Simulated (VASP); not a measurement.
**CuO: single point with PBEsol+U**

CuO:

```
Cu O
1.0
     2.34465   -1.71340    0.00000
     2.34465    1.71340    0.00000
    -0.86055    0.00000    5.05944
Cu O
2 2
Direct
  0.00320 0.49680 0.00000
  0.49680 0.00320 0.50000
  0.57140 0.40560 0.25370
  0.40560 0.57140 0.75370
```

- Program: VASP 6.6.1
- Task: single point
- Functional: PBEsol
- Potentials or basis: VASP PAW PBE potentials, release 64 (Cu, O)
- Cutoff: 520 eV
- k mesh: 7 × 7 × 4
- Occupations: gaussian, width 0.05 eV
- Spin: collinear spin, ferromagnetic start
- Starting moments: [0.68, 0.68, 0.36, 0.36] μB
- Hubbard terms: Cu d U = 6.0 eV, J = 0.7 eV

```
Pressure                                              : -5.0 GPa
Largest force                                         : 0.743 eV/Å
Band gap on the k mesh                                : 0.52 eV (least direct gap 0.54 eV)
Net moment                                            : 2.00 μB per cell
Site moments                                          : Cu +0.68; O +0.28 μB
Valence electrons inside the program's atomic spheres : Cu 9.93; O 4.97
```

Forces in eV/Å, atoms in the order of the input:
```
Cu  -0.641  0.263  0.271
Cu  -0.641 -0.263  0.271
O    0.641  0.199 -0.271
O    0.641 -0.199 -0.271
```

Stress tensor (GPa, compression positive):
```
-6.05  0.00  0.76
 0.00 -3.30  0.00
 0.76  0.00 -5.73
```

Levels at points of the mesh, in eV from the valence-band top:
Spin up:
| k point | band 16 | band 17 | band 18 | band 19 | band 20 | band 21 |
| --- | --- | --- | --- | --- | --- | --- |
| (0.00, 0.00, 0.00) | -1.97 | -0.53 | -0.07 | 1.84 | 6.51 | 8.43 |
| (0.00, 0.00, 0.50) | -1.75 | -0.69 | -0.69 | 4.18 | 4.18 | 11.95 |
Spin down:
```tsv
k point	band 13	band 14	band 15	band 16	band 17	band 18	band 19	band 20
(0.00, 0.00, 0.00)	-2.73	-1.92	-1.85	-1.37	1.68	2.13	2.52	6.64
(0.00, 0.00, 0.50)	-3.07	-3.07	-1.24	-1.24	1.94	1.94	4.48	4.48
```

Eigenvalues of the final occupation matrices:
```
    site  spin  trace               eigenvalues
site 1 d     1   4.93  0.96 0.97 0.98 0.98 1.03
site 1 d     2   4.25  0.37 0.95 0.97 0.97 0.98
site 2 d     1   4.93  0.96 0.97 0.98 0.98 1.03
site 2 d     2   4.25  0.37 0.95 0.97 0.97 0.98
```

Wall time 82 s on 1 thread of AMD EPYC 9R45 96-Core Processor (Zen 5), on a shared host, peak memory 0.21 GiB.

Caveat: the cell stands under tension; semilocal functionals underestimate gaps, and a narrow one can read as zero; the PAW data sets were made with another functional, which shifts forces and pressure a little. A k mesh can miss the band edges.
